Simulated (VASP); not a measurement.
# HfN (I4/mmm) in VASP: a series of runs, part 2 of 2

VASP 6.6.1. The steps go on from the part before.

## 4. Single point, PBE (strain +0.0600 x Voigt [1, 1, 0, 0, 0, 0])

INCAR

```
SYSTEM = HfN
  PREC = Accurate
  ENCUT = 520
  EDIFF = 1E-7
  ISMEAR = 0
  SIGMA = 0.15
  LREAL = .False.
  LASPH = .True.
  NELM = 80
  ALGO = Normal
  ISIF = 2
  LWAVE = .False.
  LCHARG = .False.
  GGA = PE
  NBANDS = 14
```

KPOINTS

```
regular mesh
0
Gamma
  18 18 18
  0 0 0
```

POSCAR

```
HfN
1.0
    0.0000000000      2.3945400000      2.2590000000
    2.3945400000      0.0000000000      2.2590000000
    2.3945400000      2.3945400000      0.0000000000
Hf N
1 1
Direct
    0.0000000000      0.0000000000      0.0000000000
    0.5000000000      0.5000000000      0.5000000000
```

Potentials or basis: VASP PAW PBE potentials, release 64 (Hf_pv, N).

Run with:

```sh
$ cat potpaw_PBE.64/Hf_pv/POTCAR potpaw_PBE.64/N/POTCAR > POTCAR
$ mpirun -np 1 vasp_std > vasp.out
```

OUTCAR:

```text
SYSTEM = HfN
   PREC = Accurate
   ENCUT = 520
   EDIFF = 1E-7
   ISMEAR = 0
   LREAL = .False.
   LASPH = .True.
   NELM = 80
   ISIF = 2
   GGA = PE

 ion  position               nearest neighbor table
   1  0.000  0.000  0.000-   2 2.26   2 2.26   2 2.39   2 2.39   2 2.39   2 2.39
   2  0.500  0.500  0.500-   1 2.26   1 2.26   1 2.39   1 2.39   1 2.39   1 2.39

  LATTYP: Found a body centered tetragonal cell.
 ALAT       =     3.3863909436
 C/A-ratio  =     1.3341637381

  Lattice vectors:

 A1 = (   0.0000000000,  -2.3945400000,  -2.2590000000)
 A2 = (   0.0000000000,   2.3945400000,  -2.2590000000)
 A3 = (   2.3945400000,   0.0000000000,   2.2590000000)

Analysis of symmetry for initial positions (statically):
=====================================================================
 Subroutine PRICEL returns:
 Original cell was already a primitive cell.

 Routine SETGRP: Setting up the symmetry group for a
 body centered tetragonal supercell.

 Subroutine GETGRP returns: Found 16 space group operations
 (whereof 16 operations were pure point group operations)
 out of a pool of 16 trial point group operations.

The static configuration has the point symmetry D_4h.

Analysis of symmetry for dynamics (positions and initial velocities):
=====================================================================
 Subroutine PRICEL returns:
 Original cell was already a primitive cell.

 Routine SETGRP: Setting up the symmetry group for a
 body centered tetragonal supercell.

 Subroutine GETGRP returns: Found 16 space group operations
 (whereof 16 operations were pure point group operations)
 out of a pool of 16 trial point group operations.

The dynamic configuration has the point symmetry D_4h.

 Subroutine INISYM returns: Found 16 space group operations
 (whereof 16 operations are pure point group operations),
 and found     1 'primitive' translations

----------------------------------------------------------------------------------------

                                     Primitive cell

  volume of cell :      25.9054

  direct lattice vectors                    reciprocal lattice vectors
     0.000000000  2.394540000  2.259000000    -0.208808372  0.208808372  0.221336875
     2.394540000  0.000000000  2.259000000     0.208808372 -0.208808372  0.221336875
     2.394540000  2.394540000  0.000000000     0.208808372  0.208808372 -0.221336875

  length of vectors
     3.291945141  3.291945141  3.386390944     0.369041847  0.369041847  0.369041847

  position of ions in fractional coordinates (direct lattice)
     0.000000000  0.000000000  0.000000000
     0.500000000  0.500000000  0.500000000

  ion indices of the primitive-cell ions
   primitive index   ion index
                 1           1
                 2           2

----------------------------------------------------------------------------------------

 KPOINTS: regular mesh

Automatic generation of k-mesh.
 Grid dimensions read from file:
 generate k-points for:   18   18   18

 Generating k-lattice:

  Cartesian coordinates                     Fractional coordinates (reciprocal lattice)
[... 39 lines left out ...]
 -0.277778  0.055556  0.000000      8.000000
 -0.222222  0.055556  0.000000      8.000000
 [... further k-points ...]
   k-points           NKPTS =    480   k-points in BZ     NKDIM =    480   number of bands    NBANDS=     14
   number of dos      NEDOS =    301   number of ions     NIONS =      2
   total plane-waves  NPLWV =  16128
   dimension x,y,z NGX =    24 NGY =   24 NGZ =   28
   dimension x,y,z NGXF=    48 NGYF=   48 NGZF=   56
   ions per type =               1   1
   NGX,Y,Z   is equivalent  to a cutoff of  12.12, 12.12, 13.75 a.u.
   NGXF,Y,Z  is equivalent  to a cutoff of  24.24, 24.24, 27.49 a.u.
 SYSTEM =  HfN
   PREC   = accura    normal or accurate (medium, high low for compatibility)
   ISTART =      0    job   : 0-new  1-cont  2-samecut
   ICHARG =      2    charge: 1-file 2-atom 10-const
   ISPIN  =      1    spin polarized calculation?
   LNONCOLLINEAR =      F non collinear calculations
   LSORBIT =      F    spin-orbit coupling
   LASPH  =      T    aspherical Exc in radial PAW
   ENCUT  =  520.0 eV  38.22 Ry    6.18 a.u.   6.12  6.12  6.30*2*pi/ulx,y,z
   NELM   =     80;   NELMIN=  2; NELMDL= -5     # of ELM steps
   EDIFF  = 0.1E-06   stopping-criterion for ELM
   LREAL  =      F    real-space projection
   EDIFFG = 0.1E-05   stopping-criterion for IOM
   NSW    =      0    number of steps for IOM
   IBRION =     -1    ionic relax: 0-MD 1-quasi-New 2-CG
   NFREE  =      0    steps in history (QN), initial steepest desc. (CG)
   ISIF   =      2    stress and relaxation
   ISYM   =      2    0-nonsym 1-usesym 2-fastsym
   POTIM  = 0.5000    time-step for ionic-motion
   TEBEG  =    0.0;   TEEND  =   0.0 temperature during run
   PSTRESS=    0.0 pullay stress
   NELECT =      15.0000    total number of electrons
   NUPDOWN=      -1.0000    fix difference up-down
   EMIN   =  10.00;   EMAX   =-10.00  energy-range for DOS
   EFERMI =   0.00;   METHOD = LEGACY
   ISMEAR =     0;   SIGMA  =   0.15  broadening in eV -4-tet -1-fermi 0-gaus
   EFERMI_NEDOS =   21; number of points for ismear=-14 and -15
   IALGO  =     38    algorithm
   IMIX   =      4    mixing-type and parameters
     AMIX     =   0.40;   BMIX     =  1.00
     AMIX_MAG =   1.60;   BMIX_MAG =  1.00
  volume/ion in A,a.u.               =      12.95        87.41
  Fermi-wavevector in a.u.,A,eV,Ry     =   1.364505  2.578540 25.332330  1.861874
  Thomas-Fermi vector in A             =   2.490815
   LORBIT       =      0    0 simple, 1 ext, 2 COOP (PROOUT), +10 PAW based schemes
   GGA     = PE    functional components
   LHFCALC =     F    Hartree Fock is set to
   AEXX    =    0.0000 exact exchange contribution
   IVDW    =     0    specifies the selected vdW correction
   LEPSILON=     F    determine dielectric tensor
   LRPA    =     F    only Hartree local field effects (RPA)
 non-spin polarized calculation
 Gauss-broadening in eV      SIGMA  =   0.15
  energy-cutoff  :      520.00
  volume of cell :       25.91
 maximum number of plane-waves:       716
   NGX = 13   NGY = 13   NGZ = 13

 number of electron      14.9999999 magnetization

 Free energy of the ion-electron system (eV)
  ---------------------------------------------------
  ext. energy  EPLUGINS =         0.00000000
  ---------------------------------------------------
  free energy    TOTEN  =       -21.50841266 eV

  energy without entropy =      -21.50116466  energy(sigma->0) =      -21.50478866

 E-fermi :   7.3701     XC(G=0): -12.1250

 val. band max:        7.3665858990   @ k =   0.5000   0.1667   0.3333
 cond. band min:       7.3817144343   @ k =  -0.3333   0.0556   0.3889
 fundamental gap:      0.0151285353
 Fermi energy:         7.3700547985

 k-point     1 :       0.0000    0.0000    0.0000
  band No.  band energies     occupation
      1     -24.2401      2.00000
      2     -24.2401      2.00000
      3     -24.1628      2.00000
      4      -9.4576      2.00000
      5       4.4350      2.00000
      6       4.4350      2.00000
      7       4.6321      2.00000
      8       6.9150      1.99998
      9       6.9150      1.99998
     10       7.4672      0.35962
     11       7.6555      0.00713
     12       8.6875      0.00000
     13      10.0003      0.00000
     14      16.6963      0.00000
[... 377 lines left out ...]
      1     -24.5116      2.00000
      2     -24.2742      2.00000
      3     -24.2207      2.00000
      4      -8.5696      2.00000
      5       1.4014      2.00000
      6       2.6920      2.00000
      7       3.1393      2.00000
      8       7.6174      0.01969
      9       8.1186      0.00000
     10       8.9988      0.00000
     11      10.8667      0.00000
     12      11.7507      0.00000
     13      11.8900      0.00000
     14      19.0738      0.00000

 [... further k-points ...]

------------------------ aborting loop because EDIFF is reached ----------------------------------------

  FORCE on cell =-STRESS in cart. coord.  units (eV):
  Direction    XX          YY          ZZ          XY          YZ          ZX
  --------------------------------------------------------------------------------------
  -------------------------------------------------------------------------------------
  Total       -4.3451621     -4.3451621     -1.5087439      0.0000000      0.0000000      0.0000000
  in kB     -268.7361850   -268.7361850    -93.3116145      0.0000000      0.0000000      0.0000000
  external PRESSURE =    -210.2613282 kB  Pullay stress =       0.0000000 kB

 VOLUME and BASIS-vectors are now :
 -----------------------------------------------------------------------------
  energy-cutoff  :      520.00
  volume of cell :       25.91
      direct lattice vectors                 reciprocal lattice vectors
     0.000000000  2.394540000  2.259000000    -0.208808372  0.208808372  0.221336875
     2.394540000  0.000000000  2.259000000     0.208808372 -0.208808372  0.221336875
     2.394540000  2.394540000  0.000000000     0.208808372  0.208808372 -0.221336875

 POSITION                                       TOTAL-FORCE (eV/Angst)
 -----------------------------------------------------------------------------------
      0.00000      0.00000      0.00000        -0.000000      0.000000      0.000000
      2.39454      2.39454      2.25900         0.000000      0.000000      0.000000
 -----------------------------------------------------------------------------------
    total drift:                                0.000000     -0.000000     -0.000000

  FREE ENERGIE OF THE ION-ELECTRON SYSTEM (eV)
  ---------------------------------------------------
  free  energy   TOTEN  =       -21.5084126638 eV

  energy  without entropy=      -21.5011646632  energy(sigma->0) =      -21.50478866
```

OSZICAR:

```text
N       E                     dE             d eps       ncg     rms          rms(c)
DAV:   1     0.383298416495E+02    0.38330E+02   -0.77475E+03 13456   0.994E+02
DAV:   2    -0.223726714823E+02   -0.60703E+02   -0.56582E+02 17982   0.231E+02
DAV:   3    -0.245806244975E+02   -0.22080E+01   -0.21973E+01 15522   0.360E+01
DAV:   4    -0.245904186382E+02   -0.97941E-02   -0.97919E-02 16090   0.283E+00
DAV:   5    -0.245904899957E+02   -0.71358E-04   -0.71356E-04 15216   0.210E-01    0.397E+01
DAV:   6    -0.216852679088E+02    0.29052E+01   -0.91369E+00 14598   0.218E+01    0.357E+01
DAV:   7    -0.215487563262E+02    0.13651E+00   -0.52283E-01 15606   0.625E+00    0.243E+01
DAV:   8    -0.215197975931E+02    0.28959E-01   -0.21301E-01 14916   0.382E+00    0.687E+00
DAV:   9    -0.215084638105E+02    0.11334E-01   -0.29771E-02 14562   0.137E+00    0.197E+00
DAV:  10    -0.215084434255E+02    0.20385E-04   -0.11636E-03 18246   0.321E-01    0.412E-01
DAV:  11    -0.215084129519E+02    0.30474E-04   -0.66006E-05 15846   0.753E-02    0.827E-02
DAV:  12    -0.215084126014E+02    0.35049E-06   -0.72124E-06 17588   0.221E-02    0.135E-02
DAV:  13    -0.215084127040E+02   -0.10253E-06   -0.29204E-07 14856   0.507E-03    0.323E-03
DAV:  14    -0.215084126638E+02    0.40171E-07   -0.20848E-08  8736   0.140E-03
   1 F= -.21508413E+02 E0= -.21504789E+02  d E =-.724800E-02
```

Run time: 3.2 min. Hardware: 1 thread of Intel Xeon 8259CL, shared host; peak memory 0.3 GiB.

Results:

```yaml
Free_energy: -21.5084 eV
Pressure: -21.0 GPa
Band_gap_on_the_k_mesh: zero (an odd number of electrons rules out a gap without spin polarisation)
```

Stress tensor (GPa, compression positive):
```
-26.87   0.00   0.00
  0.00 -26.87   0.00
  0.00   0.00  -9.33
```

Levels at points of the mesh, in eV from the Fermi level:
| k point | band 5 | band 6 | band 7 | band 8 | band 9 | band 10 | band 11 | band 12 |
| --- | --- | --- | --- | --- | --- | --- | --- | --- |
| (0.00, 0.00, 0.00) | -2.94 | -2.94 | -2.74 | -0.46 | -0.46 | 0.10 | 0.29 | 1.32 |
| (0.50, 0.00, 0.00) | -8.22 | -5.65 | -5.64 | 2.70 | 3.12 | 3.37 | 3.81 | 6.92 |
| (0.50, 0.50, 0.00) | -4.99 | -3.75 | -3.75 | -3.41 | 3.53 | 4.30 | 4.67 | 4.67 |
| (0.50, 0.00, 0.50) | -5.50 | -3.58 | -3.42 | -3.25 | 3.11 | 4.32 | 4.76 | 4.96 |

Caveat: the cell differs from its parent crystal (strain +0.0600 x Voigt [1, 1, 0, 0, 0, 0]); the cell stands under tension; spin-orbit coupling is left out, which moves the levels of the heavy elements.

## 5. The runs side by side

```csv
cell,gap on the mesh (eV),pressure (GPa)
"a = 3.267, b = 3.267, c = 3.338 Å, angles 59.3, 59.3, 61.4°, 2 atoms",none,-16.6
"a = 3.280, b = 3.280, c = 3.362 Å, angles 59.2, 59.2, 61.7°, 2 atoms",none,-18.9
"a = 3.292, b = 3.292, c = 3.386 Å, angles 59.0, 59.0, 61.9°, 2 atoms",none,-21.0
```

Alike in all rows: task single point; level PBE; potentials or basis VASP PAW PBE potentials, release 64 (Hf_pv, N); no spin polarisation; k mesh 18 × 18 × 18; cutoff (eV) 520; smearing gaussian 0.15 eV.

Caveats: the cell stands under tension; spin-orbit coupling is left out, which moves the levels of the heavy elements.

Total energies depend on the potentials used, so only differences within one code and one set of settings carry meaning.
